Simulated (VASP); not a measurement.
Wanted: the native input for a VASP 6.6.1 run.

```yaml
Task: single point
Functional: PBE
Potentials_or_basis: VASP PAW PBE potentials, release 64 (Rb_sv, Ta_pv, As)
Cutoff: 520 eV
k_mesh: 12 × 12 × 8
Occupations: gaussian, width 0.1 eV
Spin: no spin polarisation
Dipole_correction: no
Further_INCAR_settings: ALGO = Normal; EDIFF = 1e-06; NBANDS = 23
```

The structure of RbTaAs2 lies in POSCAR:

```
RbTaAs2
1.0
    5.2586527785      0.0000000000      0.0000000000
   -2.6293263892      4.5541268958      0.0000000000
    0.0000000000      0.0000000000      5.8851554812
Rb Ta As
1 1 2
Direct
    0.0000000000      0.0000000000      0.0000000000
    0.0000000000      0.0000000000      0.5000000000
    0.3333333333      0.6666666667      0.0000000000
    0.6666666667      0.3333333333      0.0000000000
```

The cell was built from a structure type or drawn by symmetry, and may not be a known phase.

The input as run:

INCAR

```
ALGO = Normal
EDIFF = 1E-6
ENCUT = 520
GGA = PE
ISIF = 2
ISMEAR = 0
LASPH = T
LCHARG = F
LREAL = F
LWAVE = F
NBANDS = 23
NELM = 60
PREC = Accurate
SIGMA = 0.1
```

KPOINTS

```
k-points
0
Gamma
  12 12 8
```

Potentials or basis: VASP PAW PBE potentials, release 64 (Rb_sv, Ta_pv, As).

Run with:

```bash
$ cat potpaw_PBE.64/Rb_sv/POTCAR potpaw_PBE.64/Ta_pv/POTCAR potpaw_PBE.64/As/POTCAR > POTCAR
$ mpirun -np 1 vasp_std > vasp.out
```

It gave:

```
Pressure               : 0.1 GPa
Band gap on the k mesh : zero (bands 15 and 16 overlap by 0.41 eV)
```

Caveat: spin-orbit coupling is left out, which moves the levels of the heavy elements.

It took 3 min on 1 thread of Intel(R) Xeon(R) 6975P-C (Granite Rapids) (shared host), peak memory 0.48 GiB.
